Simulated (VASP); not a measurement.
# AlSi2B (P-6m2) in VASP: further runs

The runs below take AlSi2B through single point, with PBE.

Program: VASP 6.6.1. These are calculated values, not measurements. Logs are shortened: lines on timing, memory, paths and dates and some standing lists are left out, and cuts for length are marked.

## (1) The cell of the first run

The structure is hexagonal, space group P-6m2 (No. 187). The conventional cell has a = 3.115 Å, b = 3.115 Å, c = 6.431 Å, α = 90.00°, β = 90.00°, γ = 120.00°. Al (site symmetry -6m2) has 6 Si at 2.73 Å and 6 Al at 3.12 Å within 3.6 Å. Within 2.8 Å of Si (site symmetry 3m) lie 3 B at 2.14 Å and 1 Si at 2.32 Å and 3 Al at 2.73 Å. Within 2.8 Å of B (site symmetry -6m2) lie 6 Si at 2.14 Å.

## (2) Single point, PBE

INCAR

```
  PREC = Accurate
  ENCUT = 520
  EDIFF = 1E-7
  ISMEAR = 0
  SIGMA = 0.1
  LREAL = F
  LASPH = T
  NELM = 100
  ALGO = Normal
  ISIF = 2
  LWAVE = F
  LCHARG = F
  GGA = PE
  NBANDS = 15
```

KPOINTS

```
regular mesh
0
Gamma
  6 6 4
```

POSCAR

```
AlSi2B
1.0
    3.1150579367      0.0000000000      0.0000000000
   -1.5575289684      2.6977193075      0.0000000000
    0.0000000000      0.0000000000      6.4306419069
Al Si B
1 2 1
Direct
    0.0000000000      0.0000000000      0.0000000000
    0.3333333333      0.6666666667      0.3192374568
    0.3333333333      0.6666666667      0.6807625432
    0.6666666667      0.3333333333      0.5000000000
```

Potentials or basis: VASP PAW PBE potentials, release 64 (Al, Si, B).

On the command line:

```console
cat potpaw_PBE.64/Al/POTCAR potpaw_PBE.64/Si/POTCAR potpaw_PBE.64/B/POTCAR > POTCAR
mpirun -np 1 vasp_std > vasp.out
```

OUTCAR:

```text
PREC = Accurate
   ENCUT = 520
   EDIFF = 1E-7
   ISMEAR = 0
   LREAL = F
   LASPH = T
   NELM = 100
   ISIF = 2
   GGA = PE

 ion  position               nearest neighbor table
   1  0.000  0.000  0.000-   2 2.73   3 2.73   2 2.73   3 2.73   2 2.73   3 2.73
   2  0.333  0.667  0.319-   4 2.14   4 2.14   4 2.14   3 2.32   1 2.73   1 2.73   1 2.73
   3  0.333  0.667  0.681-   4 2.14   4 2.14   4 2.14   2 2.32   1 2.73   1 2.73   1 2.73
   4  0.667  0.333  0.500-   2 2.14   3 2.14   2 2.14   3 2.14   2 2.14   3 2.14

  LATTYP: Found a hexagonal cell.
 ALAT       =     3.1150579367
 C/A-ratio  =     2.0643731313

  Lattice vectors:

 A1 = (   3.1150579367,   0.0000000000,   0.0000000000)
 A2 = (  -1.5575289684,   2.6977193075,   0.0000000000)
 A3 = (   0.0000000000,   0.0000000000,   6.4306419069)

Analysis of symmetry for initial positions (statically):
=====================================================================
 Subroutine PRICEL returns:
 Original cell was already a primitive cell.

 Routine SETGRP: Setting up the symmetry group for a
 hexagonal supercell.

 Subroutine GETGRP returns: Found 12 space group operations
 (whereof 12 operations were pure point group operations)
 out of a pool of 24 trial point group operations.

The static configuration has the point symmetry D_3h.

Analysis of symmetry for dynamics (positions and initial velocities):
=====================================================================
 Subroutine PRICEL returns:
 Original cell was already a primitive cell.

 Routine SETGRP: Setting up the symmetry group for a
 hexagonal supercell.

 Subroutine GETGRP returns: Found 12 space group operations
 (whereof 12 operations were pure point group operations)
 out of a pool of 24 trial point group operations.

The dynamic configuration has the point symmetry D_3h.

 Subroutine INISYM returns: Found 12 space group operations
 (whereof 12 operations are pure point group operations),
 and found     1 'primitive' translations

----------------------------------------------------------------------------------------

                                     Primitive cell

  volume of cell :      54.0402

  direct lattice vectors                    reciprocal lattice vectors
     3.115057937  0.000000000  0.000000000     0.321021317  0.185341744  0.000000000
    -1.557528968  2.697719307  0.000000000     0.000000000  0.370683487  0.000000000
     0.000000000  0.000000000  6.430641907     0.000000000  0.000000000  0.155505471

  length of vectors
     3.115057937  3.115057937  6.430641907     0.370683487  0.370683487  0.155505471
[... 96 lines left out ...]
   ISMEAR =     0;   SIGMA  =   0.10  broadening in eV -4-tet -1-fermi 0-gaus
   EFERMI_NEDOS =   21; number of points for ismear=-14 and -15
   IALGO  =     38    algorithm
   IMIX   =      4    mixing-type and parameters
     AMIX     =   0.40;   BMIX     =  1.00
     AMIX_MAG =   1.60;   BMIX_MAG =  1.00
  volume/ion in A,a.u.               =      13.51        91.17
  Fermi-wavevector in a.u.,A,eV,Ry     =   1.043627  1.972168 14.818871  1.089156
  Thomas-Fermi vector in A             =   2.178344
   LORBIT       =      0    0 simple, 1 ext, 2 COOP (PROOUT), +10 PAW based schemes
   GGA     = PE    functional components
   LHFCALC =     F    Hartree Fock is set to
   AEXX    =    0.0000 exact exchange contribution
   IVDW    =     0    specifies the selected vdW correction
   LEPSILON=     F    determine dielectric tensor
   LRPA    =     F    only Hartree local field effects (RPA)
 non-spin polarized calculation
 Gauss-broadening in eV      SIGMA  =   0.10
  energy-cutoff  :      520.00
  volume of cell :       54.04
 maximum number of plane-waves:      1476
 NGX is ok and might be reduce to    24
   NGX = 11   NGY = 11   NGZ = 23

 number of electron      14.0000000 magnetization

 Free energy of the ion-electron system (eV)
  ---------------------------------------------------
  ext. energy  EPLUGINS =         0.00000000
  ---------------------------------------------------
  free energy    TOTEN  =       -20.00446083 eV

  energy without entropy =      -19.99858418  energy(sigma->0) =      -20.00152250

 E-fermi :   8.2678     XC(G=0): -10.7890

 val. band max:        8.2569488905   @ k =   0.5000  -0.0000   0.5000
 cond. band min:       8.2947064287   @ k =   0.3333   0.1667   0.0000
 fundamental gap:      0.0377575382
 Fermi energy:         8.2678139346

 k-point     1 :       0.0000    0.0000    0.0000
  band No.  band energies     occupation
      1      -5.6572      2.00000
      2      -1.5887      2.00000
      3      -0.6455      2.00000
      4       7.5473      2.00000
      5       8.9608      0.00000
      6       8.9608      0.00000
      7       9.2869      0.00000
      8      13.3891      0.00000
      9      13.3891      0.00000
     10      14.3785      0.00000
     11      14.8867      0.00000
     12      14.8867      0.00000
     13      17.3796      0.00000
     14      17.3796      0.00000
[... 347 lines left out ...]
      2       0.5874      2.00000
      3       2.2261      2.00000
      4       2.7124      2.00000
      5       3.7894      2.00000
      6       4.2772      2.00000
      7       6.9993      2.00000
      8       8.5070      0.00072
      9       9.2952      0.00000
     10       9.6908      0.00000
     11      10.7050      0.00000
     12      11.2406      0.00000
     13      18.0147      0.00000
     14      18.8014      0.00000
     15      18.9626      0.00000

------------------------ aborting loop because EDIFF is reached ----------------------------------------

  FORCE on cell =-STRESS in cart. coord.  units (eV):
  Direction    XX          YY          ZZ          XY          YZ          ZX
  --------------------------------------------------------------------------------------
  -------------------------------------------------------------------------------------
  Total       -0.0559653     -0.0559653     -0.0992604      0.0000000      0.0000000      0.0000000
  in kB       -1.6592526     -1.6592526     -2.9428580      0.0000000      0.0000000      0.0000000
  external PRESSURE =      -2.0871211 kB  Pullay stress =       0.0000000 kB

 VOLUME and BASIS-vectors are now :
 -----------------------------------------------------------------------------
  energy-cutoff  :      520.00
  volume of cell :       54.04
      direct lattice vectors                 reciprocal lattice vectors
     3.115057937  0.000000000  0.000000000     0.321021317  0.185341744  0.000000000
    -1.557528968  2.697719307  0.000000000     0.000000000  0.370683487  0.000000000
     0.000000000  0.000000000  6.430641907     0.000000000  0.000000000  0.155505471

 POSITION                                       TOTAL-FORCE (eV/Angst)
 -----------------------------------------------------------------------------------
      0.00000      0.00000      0.00000        -0.000000      0.000000      0.000000
     -0.00000      1.79848      2.05290        -0.000000     -0.000000      0.022751
     -0.00000      1.79848      4.37774        -0.000000     -0.000000     -0.022751
      1.55753      0.89924      3.21532         0.000000     -0.000000      0.000000
 -----------------------------------------------------------------------------------
    total drift:                                0.000000     -0.000000      0.000000

  FREE ENERGIE OF THE ION-ELECTRON SYSTEM (eV)
  ---------------------------------------------------
  free  energy   TOTEN  =       -20.0044608301 eV

  energy  without entropy=      -19.9985841776  energy(sigma->0) =      -20.00152250
```

OSZICAR:

```text
N       E                     dE             d eps       ncg     rms          rms(c)
DAV:   1     0.167139901998E+02    0.16714E+02   -0.52657E+03   630   0.758E+02
DAV:   2    -0.198656799242E+02   -0.36580E+02   -0.33465E+02   858   0.121E+02
DAV:   3    -0.212796260148E+02   -0.14139E+01   -0.14069E+01   847   0.209E+01
DAV:   4    -0.212888099071E+02   -0.91839E-02   -0.91832E-02   770   0.216E+00
DAV:   5    -0.212889141807E+02   -0.10427E-03   -0.10427E-03   882   0.222E-01    0.707E+00
DAV:   6    -0.200045562556E+02    0.12844E+01   -0.25487E+00   756   0.100E+01    0.319E+00
DAV:   7    -0.200146122955E+02   -0.10056E-01   -0.53849E-01   742   0.356E+00    0.168E+00
DAV:   8    -0.200051538249E+02    0.94585E-02   -0.14908E-02   807   0.828E-01    0.444E-01
DAV:   9    -0.200044359693E+02    0.71786E-03   -0.28384E-03   791   0.327E-01    0.118E-01
DAV:  10    -0.200044582164E+02   -0.22247E-04   -0.28742E-04   862   0.957E-02    0.548E-02
DAV:  11    -0.200044613146E+02   -0.30982E-05   -0.18537E-05   779   0.292E-02    0.688E-03
DAV:  12    -0.200044607868E+02    0.52788E-06   -0.54699E-06   833   0.127E-02    0.414E-03
DAV:  13    -0.200044608301E+02   -0.43368E-07   -0.22708E-07   741   0.299E-03
   1 F= -.20004461E+02 E0= -.20001523E+02  d E =-.587665E-02
```

stdout:

```text
POSCAR found type information on POSCAR AlSiB
 POSCAR found :  3 types and       4 ions
 scaLAPACK will be used
 LDA part: xc-table for (Slater+PW92), standard interpolation
 POSCAR, INCAR and KPOINTS ok, starting setup
 FFT: planning ... GRIDC
 FFT: planning ... GRID_SOFT
 FFT: planning ... GRID
 WAVECAR not read
 entering main loop
```

It took 6.3 s on 1 thread of Intel Xeon 6975P-C (Granite Rapids), shared host; peak memory 0.16 GiB.

What came out:

```yaml
Free_energy: -20.0045 eV
Pressure: -0.2 GPa
Largest_force: 0.023 eV/Å
Band_gap_on_the_k_mesh: zero (band 7 reaches 13.61 eV, above the bottom of band 8 at 6.44 eV)
```

Forces in eV/Å, atoms in the order of the input:
```
Al   0.000  0.000  0.000
Si   0.000  0.000  0.023
Si   0.000  0.000 -0.023
B    0.000  0.000  0.000
```

Caveat: the k points lie up to 0.39 Å⁻¹ apart.

## (3) Single point, PBE

This run uses another cell than the first one, of 15.98 Å³/atom, 1.183 times its volume.

INCAR

```
SYSTEM = AlSi2B
ALGO = Normal
EDIFF = 1E-6
ENCUT = 520
GGA = PE
ISIF = 2
ISMEAR = 0
LASPH = .True.
LCHARG = .True.
LELF = .True.
LREAL = .False.
LVHAR = .True.
LWAVE = .False.
NBANDS = 15
NELM = 80
PREC = Accurate
SIGMA = 0.1
```

KPOINTS

```
k-points
0
Gamma
  6 6 4
  0 0 0
```

POSCAR

```
AlSi2B
1.0
    3.1574923400      0.0000000000      0.0000000000
   -1.5787461700      2.7344685800      0.0000000000
    0.0000000000      0.0000000000      7.4031388800
Al Si B
1 2 1
Direct
    0.0000000000      0.0000000000      0.0000000000
    0.3333333300      0.6666666700      0.2654210200
    0.3333333300      0.6666666700      0.7345789800
    0.6666666700      0.3333333300      0.5000000000
```

Potentials or basis: VASP PAW PBE potentials, release 64 (Al, Si, B).

On the command line:

```console
cat potpaw_PBE.64/Al/POTCAR potpaw_PBE.64/Si/POTCAR potpaw_PBE.64/B/POTCAR > POTCAR
mpirun -np 1 vasp_std > vasp.out
```

OUTCAR:

```text
SYSTEM = AlSi2B
   EDIFF = 1E-6
   ENCUT = 520
   GGA = PE
   ISIF = 2
   ISMEAR = 0
   LASPH = .True.
   LREAL = .False.
   NELM = 80
   PREC = Accurate

 ion  position               nearest neighbor table
   1  0.000  0.000  0.000-   2 2.68   3 2.68   2 2.68   3 2.68   2 2.68   3 2.68
   2  0.333  0.667  0.265-   4 2.52   4 2.52   4 2.52   1 2.68   1 2.68   1 2.68
   3  0.333  0.667  0.735-   4 2.52   4 2.52   4 2.52   1 2.68   1 2.68   1 2.68
   4  0.667  0.333  0.500-   2 2.52   3 2.52   2 2.52   3 2.52   2 2.52   3 2.52

[... 573 lines left out ...]
  Direction    XX          YY          ZZ          XY          YZ          ZX
  --------------------------------------------------------------------------------------
  -------------------------------------------------------------------------------------
  Total       -4.0882743     -4.0882743     -7.0333222      0.0000000      0.0000000      0.0000000
  in kB     -102.4753645   -102.4753646   -176.2949831      0.0000000      0.0000000      0.0000000
  external PRESSURE =    -127.0819041 kB  Pullay stress =       0.0000000 kB

 VOLUME and BASIS-vectors are now :
 -----------------------------------------------------------------------------
  energy-cutoff  :      520.00
  volume of cell :       63.92
      direct lattice vectors                 reciprocal lattice vectors
     3.157492340  0.000000000  0.000000000     0.316707023  0.182850885  0.000000000
    -1.578746170  2.734468580  0.000000000     0.000000000  0.365701770  0.000000000
     0.000000000  0.000000000  7.403138880     0.000000000  0.000000000  0.135077839

 POSITION                                       TOTAL-FORCE (eV/Angst)
 -----------------------------------------------------------------------------------
      0.00000      0.00000      0.00000         0.000000     -0.000000      0.000000
     -0.00000      1.82298      1.96495         0.000000      0.000000      1.611735
     -0.00000      1.82298      5.43819         0.000000      0.000000     -1.611735
      1.57875      0.91149      3.70157        -0.000000     -0.000000      0.000000
 -----------------------------------------------------------------------------------
    total drift:                                0.000001     -0.000000     -0.000000

  FREE ENERGIE OF THE ION-ELECTRON SYSTEM (eV)
  ---------------------------------------------------
  free  energy   TOTEN  =       -17.9149948777 eV

  energy  without entropy=      -17.9107845693  energy(sigma->0) =      -17.91288972
```

stdout:

```text
POSCAR found type information on POSCAR AlSiB
 POSCAR found :  3 types and       4 ions
 scaLAPACK will be used
 LDA part: xc-table for (Slater+PW92), standard interpolation
 POSCAR, INCAR and KPOINTS ok, starting setup
 FFT: planning ... GRIDC
 FFT: planning ... GRID_SOFT
 FFT: planning ... GRID
 WAVECAR not read
 entering main loop
```

Wall time 10 s (1 thread of Intel Xeon 6975P-C (Granite Rapids), shared host); peak memory 0.17 GiB.

Results:

| Item | Value |
| --- | --- |
| Free energy | -17.9150 eV |
| Pressure | -12.7 GPa |
| Largest force | 1.612 eV/Å |
| Band gap on the k mesh | zero (band 7 reaches 9.55 eV, above the bottom of band 8 at 4.35 eV) |

Forces on the atoms (eV/Å):
```
Al   0.000  0.000  0.000
Si   0.000  0.000  1.612
Si   0.000  0.000 -1.612
B    0.000  0.000  0.000
```

Caveat: the k points lie up to 0.38 Å⁻¹ apart; forces of over 1 eV/Å act on the atoms, so gaps and moduli don't describe the material at rest.
